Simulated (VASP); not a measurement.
Set up this calculation in VASP 6.6.1, as the native input.

```
Task                               : single point
Functional                         : r2SCAN50
Potentials or basis                : VASP PAW PBE potentials, release 64 (Nb_sv, Si)
Cutoff                             : 520 eV
k mesh                             : 5 × 5 × 5
Occupations                        : fermi-dirac, width 0.05 eV
Spin                               : no spin polarisation
Dipole correction                  : no
Grid for exact exchange (PRECFOCK) : Normal
Further INCAR settings             : ALGO = Normal; EDIFF = 1e-07; NBANDS = 16
Share of exact exchange            : 0.5
```

Crystal: NbSi.

```
CELL_PARAMETERS angstrom
0.00000 2.57383 2.57383
2.57383 0.00000 2.57383
2.57383 2.57383 0.00000
ATOMIC_POSITIONS crystal
Nb 0.00000 0.00000 0.00000
Si 0.50000 0.50000 0.50000
```

One way to write it, as run:

POSCAR

```
NbSi
1.0
    0.0000000000      2.5738300000      2.5738300000
    2.5738300000      0.0000000000      2.5738300000
    2.5738300000      2.5738300000      0.0000000000
Nb Si
1 1
Direct
    0.0000000000      0.0000000000      0.0000000000
    0.5000000000      0.5000000000      0.5000000000
```

INCAR.step1

```
SYSTEM = NbSi
PREC     = Accurate       ! precision mode
ENCUT    = 520            ! plane-wave cutoff, eV
EDIFF    = 1E-5           ! SCF threshold, eV
ISMEAR   = -1             ! smearing method
SIGMA    = 0.05           ! smearing width, eV
LREAL    = .False.        ! projectors in reciprocal space
LASPH    = .True.         ! aspherical terms in the spheres
NELM     = 80             ! most SCF steps
ALGO     = Normal         ! electronic algorithm
ISIF     = 2              ! what is computed and relaxed
LWAVE    = .True.         ! write WAVECAR
LCHARG   = .False.        ! write CHGCAR
NBANDS   = 16             ! bands
GGA      = PE             ! functional
```

INCAR.step2

```
SYSTEM = NbSi
PREC     = Accurate       ! precision mode
ENCUT    = 520            ! plane-wave cutoff, eV
EDIFF    = 1E-7           ! SCF threshold, eV
ISMEAR   = -1             ! smearing method
SIGMA    = 0.05           ! smearing width, eV
LREAL    = .False.        ! projectors in reciprocal space
LASPH    = .True.         ! aspherical terms in the spheres
NELM     = 80             ! most SCF steps
ALGO     = Normal         ! electronic algorithm
ISIF     = 2              ! what is computed and relaxed
LWAVE    = .False.        ! write WAVECAR
LCHARG   = .False.        ! write CHGCAR
METAGGA  = R2SCAN         ! meta-GGA
LHFCALC  = .True.         ! exact exchange
AEXX     = 0.5            ! exact-exchange fraction
LMIXTAU  = .True.       
PRECFOCK = Normal       
NBANDS   = 16             ! bands
ISTART   = 1
```

KPOINTS

```
regular mesh
0
Gamma
  5 5 5
  0 0 0
```

Potentials or basis: VASP PAW PBE potentials, release 64 (Nb_sv, Si).

The run is started by

```console
$ cat potpaw_PBE.64/Nb_sv/POTCAR potpaw_PBE.64/Si/POTCAR > POTCAR
$ cp INCAR.step1 INCAR
$ mpirun -np 1 vasp_std > vasp.out
$ cp INCAR.step2 INCAR
$ mpirun -np 1 vasp_std > vasp.out
```

Results of the run:

The pressure is -8.3 GPa. The band gap on the k mesh is zero (an odd number of electrons rules out a gap without spin polarisation).

Caveat: the k points lie up to 0.42 Å⁻¹ apart, too coarse for converged energies and pressures of a metal; the PAW data sets were made with another functional, which shifts forces and pressure a little.

It took 20 min on 1 thread of Intel(R) Xeon(R) Platinum 8259CL CPU @ 2.50GHz (Skylake/Cascade Lake), with other jobs on the host, peak memory 0.18 GiB.
